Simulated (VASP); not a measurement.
The system is Fe.

```
Fe
1.0
    -1.44500    1.44500    1.44500
     1.44500   -1.44500    1.44500
     1.44500    1.44500   -1.44500
Fe
1
Direct
  0.00000 0.00000 0.00000
```

- Program: VASP 6.6.1
- Task: relaxation of cell and atoms
- Functional: PBEsol
- Potentials or basis: VASP PAW PBE potentials, release 64 (Fe)
- Cutoff: 600 eV
- k mesh: 12 × 12 × 12
- Occupations: fermi-dirac, width 0.1 eV
- Spin: collinear spin, ferromagnetic start
- Starting moments: [3.5] μB

At the start: pressure -17.7 GPa; volume 12.07 Å³/atom.

Problem. How do energy, volume and symmetry change on relaxing?

Solution. Over 3 steps the energy falls by 77.8 meV/atom and the volume is 10.82 Å³/atom (-10.3 %); space group Im-3m (No. 229, to 0.1 Å) before and after; moment 2.09 μB per cell.

The path:
```
step  energy change (eV)  largest force (eV/Å)  pressure (GPa)  volume (Å³)
   1              0.0000                0.0000          -17.66        12.07
   2             -0.0147                0.0000           24.52         9.89
   3             -0.0778                0.0000           -0.35        10.82
```

Final structure:
```xyz
1
Lattice="-1.3935 1.3935 1.3935 1.3935 -1.3935 1.3935 1.3935 1.3935 -1.3935" Properties=species:S:1:pos:R:3 pbc="T T T"
Fe    0.0000    0.0000    0.0000
```

Caveat: the PAW data sets were made with another functional, which shifts forces and pressure a little.
